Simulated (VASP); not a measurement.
Wanted: the native input for a VASP 6.6.1 run.

| Item | Value |
| --- | --- |
| Task | single point |
| Functional | PBE |
| Potentials or basis | VASP PAW PBE potentials, release 64 (Mg, O) |
| Cutoff | 520 eV |
| k mesh | 12 × 12 × 4 |
| Occupations | gaussian, width 0.1 eV |
| Spin | no spin polarisation |
| Dipole correction | no |
| Further INCAR settings | ALGO = Normal; EDIFF = 1e-06; NBANDS = 19 |

The structure of Mg2O lies in POSCAR:

```
Mg2O
1.0
    3.0773539534      0.0000000000      0.0000000000
   -1.5386769767      2.6650667000      0.0000000000
    0.0000000000      0.0000000000     10.1025797370
Mg O
4 2
Direct
    0.0000000000      0.0000000000      0.0000000000
    0.3333333333      0.6666666667      0.7558961891
    0.6666666667      0.3333333333      0.2441038109
    0.0000000000      0.0000000000      0.5000000000
    0.3333333333      0.6666666667      0.1204962734
    0.6666666667      0.3333333333      0.8795037266
```

These files were run (other wordings do the same):

INCAR

```
PREC = Accurate
ENCUT = 520
EDIFF = 1E-6
ISMEAR = 0
SIGMA = 0.1
LREAL = F
LASPH = T
NELM = 60
ALGO = Normal
ISIF = 2
LWAVE = F
LCHARG = F
GGA = PE
NBANDS = 19
```

KPOINTS

```
Automatic mesh
0
Gamma
  12 12 4
```

Potentials or basis: VASP PAW PBE potentials, release 64 (Mg, O).

Command:

```sh
$ cat potpaw_PBE.64/Mg/POTCAR potpaw_PBE.64/O/POTCAR > POTCAR
$ mpirun -np 1 vasp_std > vasp.out
```

It gave:

```yaml
Pressure: -0.4 GPa
Largest_force: 0.016 eV/Å
Band_gap_on_the_k_mesh: zero (bands 10 and 11 overlap by 1.04 eV)
```

Run time: 120 s on 1 thread of Intel Xeon 8259CL, with other jobs on the host, peak memory 0.26 GiB.
